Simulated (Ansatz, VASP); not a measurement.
**One calculation of BAs, two programs**

File INCAR:

```
SYSTEM = BAs
ALGO     = Normal         ! electronic algorithm
EDIFF    = 1E-6           ! SCF threshold, eV
ENCUT    = 500            ! plane-wave cutoff, eV
GGA      = PS             ! functional
GGA_COMPAT= .FALSE.      
ISIF     = 2              ! what is computed and relaxed
ISMEAR   = -1             ! smearing method
LASPH    = .TRUE.         ! aspherical terms in the spheres
LCHARG   = .FALSE.        ! write CHGCAR
LREAL    = .FALSE.        ! projectors in reciprocal space
LWAVE    = .FALSE.        ! write WAVECAR
NBANDS   = 11             ! bands
NELM     = 120            ! most SCF steps
PREC     = Accurate       ! precision mode
SIGMA    = 0.05           ! smearing width, eV
```

The input KPOINTS:

```
k-points
0
G
  14 14 14
  0 0 0
```

File POSCAR:

```
BAs
1.0
    0.0000000000      1.9530950665      1.9530950665
    1.9530950665      0.0000000000      1.9530950665
    1.9530950665      1.9530950665      0.0000000000
B As
1 1
Direct
    0.0000000000      0.0000000000      0.0000000000
    0.2500000000      0.2500000000      0.2500000000
```

Input for Ansatz:

```yaml
crystal:
  lattice:
    - [0.0, 1.9530950665, 1.9530950665]
    - [1.9530950665, 0.0, 1.9530950665]
    - [1.9530950665, 1.9530950665, 0.0]
  atoms:
    - { symbol: B, position: [0.0, 0.0, 0.0] }
    - { symbol: As, position: [0.25, 0.25, 0.25] }
kpoints:
  mp_grid: { grid: [14, 14, 14] }
scf:
  occupations: { method: fermi_dirac, width: 0.05 }
hamiltonian:
  xc: pbesol
  pseudopotentials: { kind: all_electron, datasets: crystal }
output:
  forces: true
  stress: true
  eigenvalues: true
```

Change from the starting cell: volume scaled by 0.55, crystal datasets.

Alike in both runs: task single point; functional PBEsol; k mesh 14 × 14 × 14; occupations fermi-dirac, width 0.05 eV; no spin polarisation.

|  | VASP | Ansatz |
| --- | --- | --- |
| version | VASP 6.6.1 | Ansatz 0.2.0 |
| potentials or method | VASP PAW PBE potentials, release 64 (B, As), cutoff 500 eV | all-electron PAW with datasets made for the crystal, scalar-relativistic |

|  | VASP | Ansatz | Ansatz less VASP |
| --- | --- | --- | --- |
| pressure (GPa) | 279.8 | 269.2 | -10.59 |

VASP's potentials were made for PBE, not for PBEsol. Both programs put the cell under a high pressure, so it lies far from rest at this level. Ansatz ran all-electron here, and VASP with PAW potentials.

Noted on VASP's run: the cell as given lies far from equilibrium.
